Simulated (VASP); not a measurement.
# HgTe (I4/mmm) in VASP: single point with PBE

Aim: the single point of HgTe with PBE.

Everything below comes from runs of VASP 6.6.1. Logs are shortened: lines on timing, memory, paths and dates and some standing lists are left out, and cuts for length are marked.

## 1. The cell of the first run

It takes space group I4/mmm (No. 139, tetragonal). The conventional cell has a = 4.256 Å, b = 4.256 Å, c = 5.843 Å, α = 90.00°, β = 90.00°, γ = 90.00°. Within 3.8 Å of Hg (site symmetry 4/mmm) lie 6 Te at 2.92 to 3.01 Å. Within 3.8 Å of Te (site symmetry 4/mmm) lie 6 Hg at 2.92 to 3.01 Å.

## 2. Single point, PBE (equal xx and yy strain of +3 %)

File INCAR:

```
ALGO = Normal
EDIFF = 1E-7
ENCUT = 520
GGA = PE
ISIF = 2
ISMEAR = -1
LASPH = True
LCHARG = False
LREAL = False
LWAVE = False
NBANDS = 16
NELM = 100
PREC = Accurate
SIGMA = 0.08
```

File KPOINTS:

```
k-points
0
Gamma
  10 10 10
```

File POSCAR:

```
HgTe
1.0
    0.0000000000      3.0091450000      2.9215000000
    3.0091450000      0.0000000000      2.9215000000
    3.0091450000      3.0091450000      0.0000000000
Hg Te
1 1
Direct
    0.0000000000      0.0000000000      0.0000000000
    0.5000000000      0.5000000000      0.5000000000
```

Potentials or basis: VASP PAW PBE potentials, release 64 (Hg, Te).

Started as:

```console
> cat potpaw_PBE.64/Hg/POTCAR potpaw_PBE.64/Te/POTCAR > POTCAR
> mpirun -np 1 vasp_std > vasp.out
```

OUTCAR:

```text
EDIFF = 1E-7
   ENCUT = 520
   GGA = PE
   ISIF = 2
   ISMEAR = -1
   LASPH = True
   LREAL = False
   NELM = 100
   PREC = Accurate

 ion  position               nearest neighbor table
   1  0.000  0.000  0.000-   2 2.92   2 2.92   2 3.01   2 3.01   2 3.01   2 3.01
   2  0.500  0.500  0.500-   1 2.92   1 2.92   1 3.01   1 3.01   1 3.01   1 3.01

  LATTYP: Found a body centered tetragonal cell.
 ALAT       =     4.2555736701
 C/A-ratio  =     1.3730228761

  Lattice vectors:

 A1 = (   0.0000000000,  -3.0091450000,  -2.9215000000)
 A2 = (   0.0000000000,   3.0091450000,  -2.9215000000)
 A3 = (   3.0091450000,   0.0000000000,   2.9215000000)

Analysis of symmetry for initial positions (statically):
=====================================================================
 Subroutine PRICEL returns:
 Original cell was already a primitive cell.

 Routine SETGRP: Setting up the symmetry group for a
 body centered tetragonal supercell.

 Subroutine GETGRP returns: Found 16 space group operations
 (whereof 16 operations were pure point group operations)
 out of a pool of 16 trial point group operations.

The static configuration has the point symmetry D_4h.

Analysis of symmetry for dynamics (positions and initial velocities):
=====================================================================
 Subroutine PRICEL returns:
 Original cell was already a primitive cell.

 Routine SETGRP: Setting up the symmetry group for a
 body centered tetragonal supercell.

 Subroutine GETGRP returns: Found 16 space group operations
 (whereof 16 operations were pure point group operations)
 out of a pool of 16 trial point group operations.

The dynamic configuration has the point symmetry D_4h.

 Subroutine INISYM returns: Found 16 space group operations
 (whereof 16 operations are pure point group operations),
 and found     1 'primitive' translations

----------------------------------------------------------------------------------------

                                     Primitive cell

  volume of cell :      52.9081

  direct lattice vectors                    reciprocal lattice vectors
     0.000000000  3.009145000  2.921500000    -0.166160155  0.166160155  0.171144960
     3.009145000  0.000000000  2.921500000     0.166160155 -0.166160155  0.171144960
     3.009145000  3.009145000  0.000000000     0.166160155  0.166160155 -0.171144960

  length of vectors
     4.194057210  4.194057210  4.255573670     0.290704303  0.290704303  0.290704303

  position of ions in fractional coordinates (direct lattice)
     0.000000000  0.000000000  0.000000000
     0.500000000  0.500000000  0.500000000

  ion indices of the primitive-cell ions
   primitive index   ion index
                 1           1
                 2           2

----------------------------------------------------------------------------------------

 KPOINTS: k-points

Automatic generation of k-mesh.
 Grid dimensions read from file:
 generate k-points for:   10   10   10

 Generating k-lattice:

  Cartesian coordinates                     Fractional coordinates (reciprocal lattice)
    -0.016616016  0.016616016  0.017114496     0.100000000 -0.000000000  0.000000000
     0.016616016 -0.016616016  0.017114496    -0.000000000  0.100000000  0.000000000
     0.016616016  0.016616016 -0.017114496     0.000000000  0.000000000  0.100000000

  Length of vectors
     0.029070430  0.029070430  0.029070430

  Shift w.r.t. Gamma in fractional coordinates (k-lattice)
     0.000000000  0.000000000  0.000000000

 Subroutine IBZKPT returns following result:
 ===========================================

 Found    102 irreducible k-points:

 Following reciprocal coordinates:
            Coordinates               Weight
  0.000000  0.000000  0.000000      1.000000
  0.100000  0.000000  0.000000      8.000000
  0.200000  0.000000  0.000000      8.000000
  0.300000  0.000000  0.000000      8.000000
  0.400000  0.000000  0.000000      8.000000
  0.500000  0.000000  0.000000      4.000000
[... 16 lines left out ...]
  0.300000  0.300000  0.000000      2.000000
  0.400000  0.300000  0.000000      8.000000
 [... further k-points ...]
   k-points           NKPTS =    102   k-points in BZ     NKDIM =    102   number of bands    NBANDS=     16
   number of dos      NEDOS =    301   number of ions     NIONS =      2
   total plane-waves  NPLWV =  32768
   dimension x,y,z NGX =    32 NGY =   32 NGZ =   32
   dimension x,y,z NGXF=    64 NGYF=   64 NGZF=   64
   ions per type =               1   1
   NGX,Y,Z   is equivalent  to a cutoff of  12.68, 12.68, 12.50 a.u.
   NGXF,Y,Z  is equivalent  to a cutoff of  25.37, 25.37, 25.00 a.u.
 SYSTEM =  unknown system
   PREC   = accura    normal or accurate (medium, high low for compatibility)
   ISTART =      0    job   : 0-new  1-cont  2-samecut
   ICHARG =      2    charge: 1-file 2-atom 10-const
   ISPIN  =      1    spin polarized calculation?
   LNONCOLLINEAR =      F non collinear calculations
   LSORBIT =      F    spin-orbit coupling
   LASPH  =      T    aspherical Exc in radial PAW
   ENCUT  =  520.0 eV  38.22 Ry    6.18 a.u.   7.80  7.80  7.91*2*pi/ulx,y,z
   NELM   =    100;   NELMIN=  2; NELMDL= -5     # of ELM steps
   EDIFF  = 0.1E-06   stopping-criterion for ELM
   LREAL  =      F    real-space projection
   EDIFFG = 0.1E-05   stopping-criterion for IOM
   NSW    =      0    number of steps for IOM
   IBRION =     -1    ionic relax: 0-MD 1-quasi-New 2-CG
   NFREE  =      0    steps in history (QN), initial steepest desc. (CG)
   ISIF   =      2    stress and relaxation
   ISYM   =      2    0-nonsym 1-usesym 2-fastsym
   POTIM  = 0.5000    time-step for ionic-motion
   TEBEG  =    0.0;   TEEND  =   0.0 temperature during run
   PSTRESS=    0.0 pullay stress
   NELECT =      18.0000    total number of electrons
   NUPDOWN=      -1.0000    fix difference up-down
   EMIN   =  10.00;   EMAX   =-10.00  energy-range for DOS
   EFERMI =   0.00;   METHOD = LEGACY
   ISMEAR =    -1;   SIGMA  =   0.08  broadening in eV -4-tet -1-fermi 0-gaus
   EFERMI_NEDOS =   21; number of points for ismear=-14 and -15
   IALGO  =     38    algorithm
   IMIX   =      4    mixing-type and parameters
     AMIX     =   0.40;   BMIX     =  1.00
     AMIX_MAG =   1.60;   BMIX_MAG =  1.00
  volume/ion in A,a.u.               =      26.45       178.52
  Fermi-wavevector in a.u.,A,eV,Ry     =   1.142856  2.159685 17.770849  1.306121
  Thomas-Fermi vector in A             =   2.279553
   LORBIT       =      0    0 simple, 1 ext, 2 COOP (PROOUT), +10 PAW based schemes
   GGA     = PE    functional components
   LHFCALC =     F    Hartree Fock is set to
   AEXX    =    0.0000 exact exchange contribution
   IVDW    =     0    specifies the selected vdW correction
   LEPSILON=     F    determine dielectric tensor
   LRPA    =     F    only Hartree local field effects (RPA)
 non-spin polarized calculation
  energy-cutoff  :      520.00
  volume of cell :       52.91
 maximum number of plane-waves:      1436
   NGX = 15   NGY = 15   NGZ = 15

 number of electron      17.9999997 magnetization

 Free energy of the ion-electron system (eV)
  ---------------------------------------------------
  ext. energy  EPLUGINS =         0.00000000
  ---------------------------------------------------
  free energy    TOTEN  =        -3.27732270 eV

  energy without entropy =       -3.26110206  energy(sigma->0) =       -3.26921238

 E-fermi :   5.1904     XC(G=0): -10.2126

 val. band max:        5.1595413786   @ k =  -0.3000   0.2000   0.0000
 cond. band min:       5.2051971456   @ k =   0.3000   0.3000   0.0000
 fundamental gap:      0.0456557670
 Fermi energy:         5.1903816809

 k-point     1 :       0.0000    0.0000    0.0000
  band No.  band energies     occupation
      1      -7.3512      2.00000
      2      -1.8064      2.00000
      3      -1.7566      2.00000
      4      -1.7445      2.00000
      5      -1.7445      2.00000
      6      -1.6706      2.00000
[... 8 lines left out ...]
     15      12.9577      0.00000
     16      13.3066      0.00000

 k-point     2 :       0.1000    0.0000    0.0000
  band No.  band energies     occupation
      1      -7.2525      2.00000
      2      -1.8491      2.00000
      3      -1.7961      2.00000
      4      -1.7510      2.00000
      5      -1.7253      2.00000
      6      -1.6653      2.00000
[... 8 lines left out ...]
     15      13.2492      0.00000
     16      13.4315      0.00000

 k-point     3 :       0.2000    0.0000    0.0000
  band No.  band energies     occupation
      1      -6.9690      2.00000
      2      -1.9638      2.00000
      3      -1.9000      2.00000
      4      -1.7967      2.00000
      5      -1.6700      2.00000
      6      -1.6318      2.00000
[... 8 lines left out ...]
     15      13.7854      0.00000
     16      13.7921      0.00000

 k-point     4 :       0.3000    0.0000    0.0000
  band No.  band energies     occupation
      1      -6.5482      2.00000
      2      -2.1034      2.00000
      3      -2.0219      2.00000
      4      -1.9329      2.00000
      5      -1.5998      2.00000
      6      -1.5775      2.00000
[... 8 lines left out ...]
     15      14.5439      0.00000
     16      14.6177      0.00000
[... 324 lines left out ...]
 k-point    22 :      -0.2000    0.2000    0.0000
  band No.  band energies     occupation
      1      -6.5040      2.00000
      2      -2.0763      2.00000
      3      -2.0515      2.00000
      4      -1.8002      2.00000
      5      -1.6328      2.00000
      6      -1.5097      2.00000
[... 8 lines left out ...]
     15      15.3961      0.00000
     16      16.6437      0.00000

 k-point    23 :       0.3000    0.3000    0.0000
  band No.  band energies     occupation
      1      -6.4152      2.00000
      2      -2.1810      2.00000
      3      -1.7908      2.00000
      4      -1.6706      2.00000
      5      -1.5924      2.00000
      6      -1.5924      2.00000
[... 8 lines left out ...]
     15      16.6299      0.00000
     16      17.4272      0.00000

 k-point    24 :       0.4000    0.3000    0.0000
  band No.  band energies     occupation
      1      -6.2232      2.00000
      2      -1.9703      2.00000
      3      -1.8135      2.00000
      4      -1.7216      2.00000
      5      -1.5263      2.00000
      6      -1.5145      2.00000
[... 8 lines left out ...]
     15      17.3017      0.00000
     16      17.5237      0.00000

 [... further k-points ...]
[... 5 lines left out ...]
  --------------------------------------------------------------------------------------
  -------------------------------------------------------------------------------------
  Total        1.5143160      1.5143160      2.5645853      0.0000000      0.0000000     -0.0000000
  in kB       45.8569312     45.8569312     77.6614699      0.0000000      0.0000000     -0.0000000
  external PRESSURE =      56.4584441 kB  Pullay stress =       0.0000000 kB

 VOLUME and BASIS-vectors are now :
 -----------------------------------------------------------------------------
  energy-cutoff  :      520.00
  volume of cell :       52.91
      direct lattice vectors                 reciprocal lattice vectors
     0.000000000  3.009145000  2.921500000    -0.166160155  0.166160155  0.171144960
     3.009145000  0.000000000  2.921500000     0.166160155 -0.166160155  0.171144960
     3.009145000  3.009145000  0.000000000     0.166160155  0.166160155 -0.171144960

 POSITION                                       TOTAL-FORCE (eV/Angst)
 -----------------------------------------------------------------------------------
      0.00000      0.00000      0.00000         0.000000     -0.000000     -0.000000
      3.00915      3.00915      2.92150        -0.000000      0.000000      0.000000
 -----------------------------------------------------------------------------------
    total drift:                                0.000000     -0.000000     -0.000000

  FREE ENERGIE OF THE ION-ELECTRON SYSTEM (eV)
  ---------------------------------------------------
  free  energy   TOTEN  =        -3.2773226952 eV

  energy  without entropy=       -3.2611020618  energy(sigma->0) =       -3.26921238
```

Wall time 95 s (1 thread of Intel Xeon 8259CL, shared host); peak memory 0.24 GiB.

Results:

```
Free energy            : -3.2773 eV
Pressure               : 5.6 GPa
Band gap on the k mesh : zero (bands 9 and 10 overlap by 3.07 eV)
```

Caveat: the cell differs from its parent crystal (equal xx and yy strain of +3 %); the cell stands under pressure; spin-orbit coupling is left out, which moves the levels of the heavy elements.
